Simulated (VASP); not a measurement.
# Al in VASP: further runs, part 2 of 2

VASP 6.6.1. The steps go on from the part before.

## Step 5: Single point, PBE+D3(BJ) (engineering shear strain xz +0.0000, normal strain along z +0.0700)

The input, INCAR:

```
SYSTEM = Al
PREC     = Accurate       ! precision mode
ENCUT    = 520            ! plane-wave cutoff, eV
EDIFF    = 1E-6           ! SCF threshold, eV
ISMEAR   = 0              ! smearing method
SIGMA    = 0.15           ! smearing width, eV
LREAL    = .FALSE.        ! projectors in reciprocal space
LASPH    = .TRUE.         ! aspherical terms in the spheres
NELM     = 60             ! most SCF steps
ALGO     = Fast           ! electronic algorithm
ISIF     = 2              ! what is computed and relaxed
LWAVE    = .FALSE.        ! write WAVECAR
LCHARG   = .FALSE.        ! write CHGCAR
GGA      = PE             ! functional
IVDW     = 12             ! dispersion correction
NBANDS   = 8              ! bands
```

The input, KPOINTS:

```
Automatic mesh
0
G
  20 20 20
  0 0 0
```

The input, POSCAR:

```
Al
1.0
    0.0000000000      1.9910220790      2.1303936245
    1.9910220790      0.0000000000      2.1303936245
    1.9910220790      1.9910220790      0.0000000000
Al
1
Direct
    0.0000000000      0.0000000000      0.0000000000
```

Potentials or basis: VASP PAW PBE potentials, release 64 (Al).

Command:

```
$ cat potpaw_PBE.64/Al/POTCAR > POTCAR
$ mpirun -np 1 vasp_std > vasp.out
```

OUTCAR:

```text
SYSTEM = Al
   PREC = Accurate
   ENCUT = 520
   EDIFF = 1E-6
   ISMEAR = 0
   LREAL = .FALSE.
   LASPH = .TRUE.
   NELM = 60
   ISIF = 2
   GGA = PE
   IVDW = 12
 IVDW          = 12

 ion  position               nearest neighbor table
   1  0.000  0.000  0.000-

  LATTYP: Found a body centered tetragonal cell.
 ALAT       =     2.8157304271
 C/A-ratio  =     1.5132085117

  Lattice vectors:

 A1 = (  -1.9910220790,   0.0000000000,   2.1303936245)
 A2 = (   1.9910220790,   0.0000000000,   2.1303936245)
 A3 = (   0.0000000000,   1.9910220790,  -2.1303936245)

Analysis of symmetry for initial positions (statically):
=====================================================================
 Subroutine PRICEL returns:
 Original cell was already a primitive cell.

 Routine SETGRP: Setting up the symmetry group for a
 body centered tetragonal supercell.

 Subroutine GETGRP returns: Found 16 space group operations
 (whereof 16 operations were pure point group operations)
 out of a pool of 16 trial point group operations.

The static configuration has the point symmetry D_4h.

Analysis of symmetry for dynamics (positions and initial velocities):
[... 165 lines left out ...]

 k-point     1 :       0.0000    0.0000    0.0000
  band No.  band energies     occupation
      1      -3.2153      2.00000
      2      19.8045      0.00000
      3      20.5544      0.00000
      4      20.5544      0.00000
      5      21.5323      0.00000
      6      21.5323      0.00000
      7      21.6950      0.00000
      8      24.1250      0.00000
[... 243 lines left out ...]
 k-point    24 :      -0.3500    0.0500    0.0000
  band No.  band energies     occupation
      1       0.4596      2.00000
      2       7.1467      2.00000
      3      16.0604      0.00000
      4      20.0395      0.00000
      5      20.4844      0.00000
      6      20.5253      0.00000
      7      22.8385      0.00000
      8      24.3689      0.00000

 [... further k-points ...]

------------------------ aborting loop because EDIFF is reached ----------------------------------------

 Edisp (eV)   -0.32822

 E8    (eV) :    -0.1467

  FORCE on cell =-STRESS in cart. coord.  units (eV):
  Direction    XX          YY          ZZ          XY          YZ          ZX
  --------------------------------------------------------------------------------------
  -------------------------------------------------------------------------------------
  Total      -0.37603    -0.37603    -0.75211     0.00000    -0.00000     0.00000
  in kB     -35.66873   -35.66873   -71.34295     0.00000    -0.00000     0.00000
  external pressure =      -47.56 kB  Pullay stress =        0.00 kB

 VOLUME and BASIS-vectors are now :
 -----------------------------------------------------------------------------
  energy-cutoff  :      520.00
  volume of cell :       16.89
      direct lattice vectors                 reciprocal lattice vectors
     0.000000000  1.991022079  2.130393624    -0.251127301  0.251127301  0.234698412
     1.991022079  0.000000000  2.130393624     0.251127301 -0.251127301  0.234698412
     1.991022079  1.991022079  0.000000000     0.251127301  0.251127301 -0.234698412

 POSITION                                       TOTAL-FORCE (eV/Angst)
 -----------------------------------------------------------------------------------
      0.00000      0.00000      0.00000        -0.000000     -0.000000      0.000000
 -----------------------------------------------------------------------------------
    total drift:                                0.000000     -0.000000     -0.000000

  FREE ENERGIE OF THE ION-ELECTRON SYSTEM (eV)
  ---------------------------------------------------
  free  energy   TOTEN  =        -4.0662532167 eV

  energy  without entropy=       -4.0616744048  energy(sigma->0) =       -4.06396381
```

OSZICAR:

```text
N       E                     dE             d eps       ncg     rms          rms(c)
DAV:   1    -0.237205140703E+01   -0.23721E+01   -0.84627E+02 10296   0.202E+02
DAV:   2    -0.375242861820E+01   -0.13804E+01   -0.13300E+01 14408   0.185E+01
DAV:   3    -0.375989306372E+01   -0.74644E-02   -0.74589E-02 13368   0.149E+00
DAV:   4    -0.375991222373E+01   -0.19160E-04   -0.19160E-04 15728   0.654E-02
DAV:   5    -0.375991227567E+01   -0.51939E-07   -0.52065E-07 13776   0.193E-03    0.126E+00
RMM:   6    -0.374724551371E+01    0.12667E-01   -0.11283E-03 10260   0.192E-01    0.741E-01
RMM:   7    -0.373801434095E+01    0.92312E-02   -0.36334E-03 12110   0.328E-01    0.120E-01
RMM:   8    -0.373802905093E+01   -0.14710E-04   -0.15478E-04 11465   0.785E-02    0.229E-02
RMM:   9    -0.373803111915E+01   -0.20682E-05   -0.22855E-05 11850   0.291E-02    0.118E-02
RMM:  10    -0.373803048137E+01    0.63778E-06   -0.49815E-06 12045   0.139E-02
   1 F= -.40662532E+01 E0= -.40639638E+01  d E =-.457881E-02
```

It took 20 s on 1 thread of Intel Xeon 6975P-C (Granite Rapids), shared host; peak memory 0.2 GiB.

Results:

```
Free energy                : -4.0663 eV
Pressure                   : -4.8 GPa
Band gap on the k mesh     : zero (an odd number of electrons rules out a gap without spin polarisation)
Dispersion energy per atom : -0.328 eV
```

Caveat: the cell differs from its parent crystal (engineering shear strain xz +0.0000, normal strain along z +0.0700); the cell stands under tension.

## Step 6: Single point, PBE+D3(BJ) (engineering shear strain xz -0.0467, normal strain along z +0.0000)

The input, INCAR:

```
SYSTEM = Al
  PREC = Accurate
  ENCUT = 520
  EDIFF = 1E-7
  ISMEAR = 0
  SIGMA = 0.15
  LREAL = .FALSE.
  LASPH = .TRUE.
  NELM = 80
  ALGO = Fast
  ISIF = 2
  LWAVE = .FALSE.
  LCHARG = .TRUE.
  GGA = PE
  IVDW = 12
  LELF = .TRUE.
  LVHAR = .TRUE.
  NBANDS = 8
```

KPOINTS is that of step 5.

The input, POSCAR:

```
Al
1.0
   -0.0464903655      1.9910220790      1.9910220790
    1.9445317135      0.0000000000      1.9445317135
    1.9910220790      1.9910220790     -0.0464903655
Al
1
Direct
    0.0000000000      0.0000000000      0.0000000000
```

Potentials or basis: VASP PAW PBE potentials, release 64 (Al).

Command:

```
$ cat potpaw_PBE.64/Al/POTCAR > POTCAR
$ mpirun -np 1 vasp_std > vasp.out
```

It took 37 s on 1 thread of Intel Xeon 6975P-C (Granite Rapids), shared host; peak memory 0.24 GiB.

Results (log left out):

```
Free energy                : -4.0877 eV
Pressure                   : 0.2 GPa
Band gap on the k mesh     : zero (an odd number of electrons rules out a gap without spin polarisation)
Dispersion energy per atom : -0.352 eV
```

Stress tensor (GPa, compression positive):
```
 0.60  0.00  1.94
 0.00 -0.47  0.00
 1.94  0.00  0.60
```

Levels at points of the mesh, in eV from the Fermi level:
```csv
k point,band 1,band 2,band 3,band 4
"(0.00, 0.00, 0.00)",-11.46,12.11,12.80,13.64
"(0.50, 0.00, 0.00)",-4.91,-4.74,11.51,12.02
"(0.00, 0.50, 0.00)",-4.66,-4.16,11.01,11.31
"(0.50, 0.50, 0.00)",-3.04,-1.61,5.26,5.80
"(0.50, 0.00, 0.50)",-3.05,-1.63,4.95,5.13
```

Caveat: the cell differs from its parent crystal (engineering shear strain xz -0.0467, normal strain along z +0.0000).

## Step 7: Overview

```tsv
cell	further INCAR settings	gap on the mesh (eV)	pressure (GPa)
a = 2.783, b = 2.783, c = 2.816 Å, angles 59.6, 59.6, 60.8°, 1 atom	ALGO = Fast; EDIFF = 1e-07; NBANDS = 8	none	2.2
a = 2.849, b = 2.849, c = 2.816 Å, angles 60.4, 60.4, 59.2°, 1 atom	ALGO = Fast; EDIFF = 1e-06; NBANDS = 8	none	-1.9
a = 2.882, b = 2.882, c = 2.816 Å, angles 60.8, 60.8, 58.5°, 1 atom	ALGO = Fast; EDIFF = 1e-06; NBANDS = 8	none	-3.5
a = 2.916, b = 2.916, c = 2.816 Å, angles 61.1, 61.1, 57.7°, 1 atom	ALGO = Fast; EDIFF = 1e-06; NBANDS = 8	none	-4.8
a = 2.816, b = 2.750 Å, angles 60.8, 61.5, 60.8°, 1 atom	ALGO = Fast; EDIFF = 1e-07; NBANDS = 8	none	0.2
```

Alike in all rows: task single point; level PBE+D3(BJ); potentials or basis VASP PAW PBE potentials, release 64 (Al); no spin polarisation; k mesh 20 × 20 × 20; cutoff (eV) 520; smearing gaussian 0.15 eV.

Caveats: the cell stands under tension (at least some runs).

Absolute energies hang on the potentials; compare differences alone.
